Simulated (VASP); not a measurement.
# Na3ScTe (P4mm) in VASP: a series of runs

Na3ScTe is run at these levels: PBE; tasks: single point, relaxation of cell and atoms.

Program: VASP 6.6.1. These are calculated values, not measurements. Logs are shortened: lines on timing, memory, paths and dates and some standing lists are left out, and cuts for length are marked.

### Step 1. The cell of the first run

The structure is tetragonal, space group P4mm (No. 99). Conventional cell: a = 4.219 Å, b = 4.219 Å, c = 8.989 Å, α = 90.00°, β = 90.00°, γ = 90.00°. Within 3.9 Å of Na (site symmetry 2mm) lie 6 Na at 2.98 to 3.69 Å and 2 Te at 3.51 Å and 2 Sc at 3.74 Å. Na (site symmetry 4mm) has 1 Te at 3.17 Å and 8 Na at 3.69 to 4.22 Å and 4 Sc at 4.15 Å within 4.3 Å. Sc (site symmetry 4mm) has 4 Te at 3.00 Å and 4 Na at 3.74 Å within 3.9 Å. Within 3.9 Å of Te (site symmetry 4mm) lie 4 Sc at 3.00 Å and 5 Na at 3.17 to 3.51 Å.

### Step 2. Single point, PBE

File INCAR:

```
SYSTEM = Na3ScTe
PREC     = Accurate       ! precision mode
ENCUT    = 520            ! plane-wave cutoff, eV
EDIFF    = 1E-6           ! SCF threshold, eV
ISMEAR   = 0              ! smearing method
SIGMA    = 0.1            ! smearing width, eV
LREAL    = .False.        ! projectors in reciprocal space
LASPH    = .True.         ! aspherical terms in the spheres
NELM     = 100            ! most SCF steps
ALGO     = Fast           ! electronic algorithm
ISIF     = 2              ! what is computed and relaxed
LWAVE    = .False.        ! write WAVECAR
LCHARG   = .False.        ! write CHGCAR
GGA      = PE             ! functional
NBANDS   = 27             ! bands
```

File KPOINTS:

```
regular mesh
0
Gamma
  4 4 4
  0 0 0
```

File POSCAR:

```
Na3ScTe
1.0
    4.2187031377      0.0000000000      0.0000000000
    0.0000000000      4.2187031377      0.0000000000
    0.0000000000      0.0000000000      8.9893344877
Na Sc Te
3 1 1
Direct
    0.5000000000      0.0000000000      0.0637211396
    0.0000000000      0.0000000000      0.4000875678
    0.0000000000      0.5000000000      0.0637211396
    0.5000000000      0.5000000000      0.7202452221
    0.0000000000      0.0000000000     -0.2477750690
```

Potentials or basis: VASP PAW PBE potentials, release 64 (Na_pv, Sc_sv, Te).

Run with:

```bash
cat potpaw_PBE.64/Na_pv/POTCAR potpaw_PBE.64/Sc_sv/POTCAR potpaw_PBE.64/Te/POTCAR > POTCAR
mpirun -np 1 vasp_std > vasp.out
```

OUTCAR:

```text
SYSTEM = Na3ScTe
   PREC = Accurate
   ENCUT = 520
   EDIFF = 1E-6
   ISMEAR = 0
   LREAL = .False.
   LASPH = .True.
   NELM = 100
   ISIF = 2
   GGA = PE

 ion  position               nearest neighbor table
   1  0.500  0.000  0.064-
   2  0.000  0.000  0.400-   5 3.17
   3  0.000  0.500  0.064-
   4  0.500  0.500  0.720-   5 3.00   5 3.00   5 3.00   5 3.00
   5  0.000  0.000  0.752-   4 3.00   4 3.00   4 3.00   4 3.00   2 3.17

  LATTYP: Found a simple tetragonal cell.
 ALAT       =     4.2187031377
 C/A-ratio  =     2.1308288814

  Lattice vectors:

 A1 = (   4.2187031377,   0.0000000000,   0.0000000000)
 A2 = (   0.0000000000,   4.2187031377,   0.0000000000)
 A3 = (   0.0000000000,   0.0000000000,   8.9893344877)

Analysis of symmetry for initial positions (statically):
=====================================================================
 Subroutine PRICEL returns:
 Original cell was already a primitive cell.

 Routine SETGRP: Setting up the symmetry group for a
 simple tetragonal supercell.

 Subroutine GETGRP returns: Found  8 space group operations
 (whereof  8 operations were pure point group operations)
 out of a pool of 16 trial point group operations.

The static configuration has the point symmetry C_4v.

Analysis of symmetry for dynamics (positions and initial velocities):
=====================================================================
 Subroutine PRICEL returns:
 Original cell was already a primitive cell.

 Routine SETGRP: Setting up the symmetry group for a
 simple tetragonal supercell.

 Subroutine GETGRP returns: Found  8 space group operations
 (whereof  8 operations were pure point group operations)
 out of a pool of 16 trial point group operations.

The dynamic configuration has the point symmetry C_4v.

 Subroutine INISYM returns: Found  8 space group operations
 (whereof  8 operations are pure point group operations),
 and found     1 'primitive' translations

----------------------------------------------------------------------------------------

                                     Primitive cell

  volume of cell :     159.9873

  direct lattice vectors                    reciprocal lattice vectors
     4.218703138  0.000000000  0.000000000     0.237039670  0.000000000  0.000000000
     0.000000000  4.218703138  0.000000000     0.000000000  0.237039670  0.000000000
     0.000000000  0.000000000  8.989334488     0.000000000  0.000000000  0.111242940

  length of vectors
     4.218703138  4.218703138  8.989334488     0.237039670  0.237039670  0.111242940

  position of ions in fractional coordinates (direct lattice)
     0.500000000  0.000000000  0.063721140
     0.000000000  0.000000000  0.400087568
     0.000000000  0.500000000  0.063721140
     0.500000000  0.500000000  0.720245222
     0.000000000  0.000000000  0.752224931

  ion indices of the primitive-cell ions
   primitive index   ion index
                 1           1
                 2           2
                 3           3
                 4           4
                 5           5

----------------------------------------------------------------------------------------

 KPOINTS: regular mesh

Automatic generation of k-mesh.
 Grid dimensions read from file:
 generate k-points for:    4    4    4

 Generating k-lattice:

  Cartesian coordinates                     Fractional coordinates (reciprocal lattice)
     0.059259918  0.000000000  0.000000000     0.250000000  0.000000000  0.000000000
     0.000000000  0.059259918  0.000000000     0.000000000  0.250000000  0.000000000
     0.000000000  0.000000000  0.027810735     0.000000000  0.000000000  0.250000000

  Length of vectors
     0.059259918  0.059259918  0.027810735

  Shift w.r.t. Gamma in fractional coordinates (k-lattice)
     0.000000000  0.000000000  0.000000000

 Subroutine IBZKPT returns following result:
 ===========================================

 Found     18 irreducible k-points:

 Following reciprocal coordinates:
            Coordinates               Weight
  0.000000  0.000000  0.000000      1.000000
  0.250000  0.000000  0.000000      4.000000
  0.500000  0.000000  0.000000      2.000000
  0.250000  0.250000  0.000000      4.000000
  0.500000  0.250000  0.000000      4.000000
  0.500000  0.500000  0.000000      1.000000
[... 10 lines left out ...]
  0.500000  0.250000  0.500000      4.000000
  0.500000  0.500000  0.500000      1.000000
   k-points           NKPTS =     18   k-points in BZ     NKDIM =     18   number of bands    NBANDS=     27
   number of dos      NEDOS =    301   number of ions     NIONS =      5
   total plane-waves  NPLWV =  71680
   dimension x,y,z NGX =    32 NGY =   32 NGZ =   70
   dimension x,y,z NGXF=    64 NGYF=   64 NGZF=  140
   ions per type =               3   1   1
   NGX,Y,Z   is equivalent  to a cutoff of  12.61, 12.61, 12.95 a.u.
   NGXF,Y,Z  is equivalent  to a cutoff of  25.22, 25.22, 25.89 a.u.
 SYSTEM =  Na3ScTe
   PREC   = accura    normal or accurate (medium, high low for compatibility)
   ISTART =      0    job   : 0-new  1-cont  2-samecut
   ICHARG =      2    charge: 1-file 2-atom 10-const
   ISPIN  =      1    spin polarized calculation?
   LNONCOLLINEAR =      F non collinear calculations
   LSORBIT =      F    spin-orbit coupling
   LASPH  =      T    aspherical Exc in radial PAW
   ENCUT  =  520.0 eV  38.22 Ry    6.18 a.u.   7.84  7.84 16.71*2*pi/ulx,y,z
   NELM   =    100;   NELMIN=  2; NELMDL= -5     # of ELM steps
   EDIFF  = 0.1E-05   stopping-criterion for ELM
   LREAL  =      F    real-space projection
   EDIFFG = 0.1E-04   stopping-criterion for IOM
   NSW    =      0    number of steps for IOM
   IBRION =     -1    ionic relax: 0-MD 1-quasi-New 2-CG
   NFREE  =      0    steps in history (QN), initial steepest desc. (CG)
   ISIF   =      2    stress and relaxation
   ISYM   =      2    0-nonsym 1-usesym 2-fastsym
   POTIM  = 0.5000    time-step for ionic-motion
   TEBEG  =    0.0;   TEEND  =   0.0 temperature during run
   PSTRESS=    0.0 pullay stress
   NELECT =      38.0000    total number of electrons
   NUPDOWN=      -1.0000    fix difference up-down
   EMIN   =  10.00;   EMAX   =-10.00  energy-range for DOS
   EFERMI =   0.00;   METHOD = LEGACY
   ISMEAR =     0;   SIGMA  =   0.10  broadening in eV -4-tet -1-fermi 0-gaus
   EFERMI_NEDOS =   21; number of points for ismear=-14 and -15
   IALGO  =     68    algorithm
   IMIX   =      4    mixing-type and parameters
     AMIX     =   0.40;   BMIX     =  1.00
     AMIX_MAG =   1.60;   BMIX_MAG =  1.00
  volume/ion in A,a.u.               =      32.00       215.93
  Fermi-wavevector in a.u.,A,eV,Ry     =   1.013851  1.915901 13.985349  1.027894
  Thomas-Fermi vector in A             =   2.147044
   LORBIT       =      0    0 simple, 1 ext, 2 COOP (PROOUT), +10 PAW based schemes
   GGA     = PE    functional components
   LHFCALC =     F    Hartree Fock is set to
   AEXX    =    0.0000 exact exchange contribution
   IVDW    =     0    specifies the selected vdW correction
   LEPSILON=     F    determine dielectric tensor
   LRPA    =     F    only Hartree local field effects (RPA)
 non-spin polarized calculation
 RMM-DIIS sequential band-by-band and
 Gauss-broadening in eV      SIGMA  =   0.10
  energy-cutoff  :      520.00
  volume of cell :      159.99
 maximum number of plane-waves:      4336
 NGX is ok and might be reduce to    32
   NGX = 15   NGY = 15   NGZ = 33

 number of electron      38.0000021 magnetization

 Free energy of the ion-electron system (eV)
  ---------------------------------------------------
  ext. energy  EPLUGINS =         0.00000000
  ---------------------------------------------------
  free energy    TOTEN  =       -14.30652639 eV

  energy without entropy =      -14.27009742  energy(sigma->0) =      -14.28831191

 E-fermi :   2.5280     XC(G=0):  -7.6739

 val. band max:        2.5141708670   @ k =   0.2500   0.0000   0.0000
 cond. band min:       2.5376529247   @ k =   0.5000   0.0000   0.5000
 fundamental gap:      0.0234820577
 Fermi energy:         2.5279973493

 k-point     1 :       0.0000    0.0000    0.0000
  band No.  band energies     occupation
      1     -48.1833      2.00000
      2     -26.8503      2.00000
      3     -26.8503      2.00000
      4     -26.7436      2.00000
      5     -22.4884      2.00000
      6     -22.4884      2.00000
[... 19 lines left out ...]
     26       5.9780      0.00000
     27       7.6904      0.00000

 k-point     2 :       0.2500    0.0000    0.0000
  band No.  band energies     occupation
      1     -48.1830      2.00000
      2     -26.8594      2.00000
      3     -26.8484      2.00000
      4     -26.7429      2.00000
      5     -22.4726      2.00000
      6     -22.4694      2.00000
[... 19 lines left out ...]
     26       5.3506      0.00000
     27       5.8186      0.00000

 k-point     3 :       0.5000    0.0000    0.0000
  band No.  band energies     occupation
      1     -48.1826      2.00000
      2     -26.8684      2.00000
      3     -26.8465      2.00000
      4     -26.7423      2.00000
      5     -22.4434      2.00000
      6     -22.4365      2.00000
[... 19 lines left out ...]
     26       5.7002      0.00000
     27       6.8074      0.00000

 k-point     4 :       0.2500    0.2500    0.0000
  band No.  band energies     occupation
      1     -48.1826      2.00000
      2     -26.8576      2.00000
      3     -26.8574      2.00000
      4     -26.7423      2.00000
      5     -22.5033      2.00000
      6     -22.4251      2.00000
[... 19 lines left out ...]
     26       5.3947      0.00000
     27       6.1934      0.00000
[... 336 lines left out ...]
      4     -26.7423      2.00000
      5     -22.5033      2.00000
      6     -22.4251      2.00000
[... 19 lines left out ...]
     26       5.4397      0.00000
     27       5.7989      0.00000

 k-point    17 :       0.5000    0.2500    0.5000
  band No.  band energies     occupation
      1     -48.1823      2.00000
      2     -26.8665      2.00000
      3     -26.8555      2.00000
      4     -26.7417      2.00000
      5     -22.5034      2.00000
      6     -22.4638      2.00000
[... 19 lines left out ...]
     26       4.8588      0.00000
     27       5.1928      0.00000

 k-point    18 :       0.5000    0.5000    0.5000
  band No.  band energies     occupation
      1     -48.1819      2.00000
      2     -26.8646      2.00000
      3     -26.8646      2.00000
      4     -26.7411      2.00000
      5     -22.5303      2.00000
      6     -22.4903      2.00000
[... 19 lines left out ...]
     26       4.6030      0.00000
     27       4.6030      0.00000

------------------------ aborting loop because EDIFF is reached ----------------------------------------

  FORCE on cell =-STRESS in cart. coord.  units (eV):
  Direction    XX          YY          ZZ          XY          YZ          ZX
  --------------------------------------------------------------------------------------
  -------------------------------------------------------------------------------------
  Total       -0.0595746     -0.0595746     -0.0084432      0.0000000      0.0000000     -0.0000000
  in kB       -0.5966044     -0.5966044     -0.0845531      0.0000000      0.0000000     -0.0000000
  external PRESSURE =      -0.4259206 kB  Pullay stress =       0.0000000 kB

 VOLUME and BASIS-vectors are now :
 -----------------------------------------------------------------------------
  energy-cutoff  :      520.00
  volume of cell :      159.99
      direct lattice vectors                 reciprocal lattice vectors
     4.218703138  0.000000000  0.000000000     0.237039670  0.000000000  0.000000000
     0.000000000  4.218703138  0.000000000     0.000000000  0.237039670  0.000000000
     0.000000000  0.000000000  8.989334488     0.000000000  0.000000000  0.111242940

 POSITION                                       TOTAL-FORCE (eV/Angst)
 -----------------------------------------------------------------------------------
      2.10935      0.00000      0.57281         0.000000      0.000000     -0.003409
      0.00000      0.00000      3.59652         0.000000      0.000000     -0.004415
      0.00000      2.10935      0.57281         0.000000      0.000000     -0.003409
      2.10935      2.10935      6.47453        -0.000000     -0.000000      0.014844
      0.00000      0.00000      6.76200         0.000000     -0.000000     -0.003611
 -----------------------------------------------------------------------------------
    total drift:                                0.000000     -0.000000      0.000338

  FREE ENERGIE OF THE ION-ELECTRON SYSTEM (eV)
  ---------------------------------------------------
  free  energy   TOTEN  =       -14.3065263878 eV

  energy  without entropy=      -14.2700974247  energy(sigma->0) =      -14.28831191
```

Run time: 72 s. Hardware: 1 thread of Intel Xeon Platinum 8488C (Sapphire Rapids), shared host; peak memory 0.3 GiB.

What came out:

| Item | Value |
| --- | --- |
| Free energy | -14.3065 eV |
| Pressure | 0.0 GPa |
| Largest force | 0.015 eV/Å |
| Band gap on the k mesh | zero (bands 19 and 20 overlap by 1.07 eV) |

Forces in eV/Å, atoms in the order of the input:
```
Na   0.000  0.000 -0.003
Na   0.000  0.000 -0.004
Na   0.000  0.000 -0.003
Sc   0.000  0.000  0.015
Te   0.000  0.000 -0.004
```

Levels at points of the mesh, in eV from the Fermi level:
| k point | band 17 | band 18 | band 19 | band 20 | band 21 | band 22 |
| --- | --- | --- | --- | --- | --- | --- |
| (0.00, 0.00, 0.00) | -2.48 | -2.48 | -0.87 | 0.10 | 0.41 | 0.82 |
| (0.50, 0.00, 0.00) | -3.30 | -0.86 | -0.63 | 0.10 | 0.90 | 1.04 |
| (0.50, 0.50, 0.00) | -3.00 | -0.29 | -0.21 | -0.21 | 0.98 | 1.11 |
| (0.00, 0.00, 0.50) | -2.48 | -1.87 | -1.31 | -0.87 | 0.41 | 0.82 |
| (0.50, 0.00, 0.50) | -3.30 | -0.96 | -0.15 | 0.01 | 0.90 | 1.01 |
| (0.50, 0.50, 0.50) | -3.02 | -0.27 | -0.27 | -0.19 | 0.98 | 1.31 |

Caveat: the k points lie up to 0.37 Å⁻¹ apart, too coarse for converged energies and pressures of a metal; spin-orbit coupling is left out, which moves the levels of the heavy elements.

(Continued in part 2 of 2.)
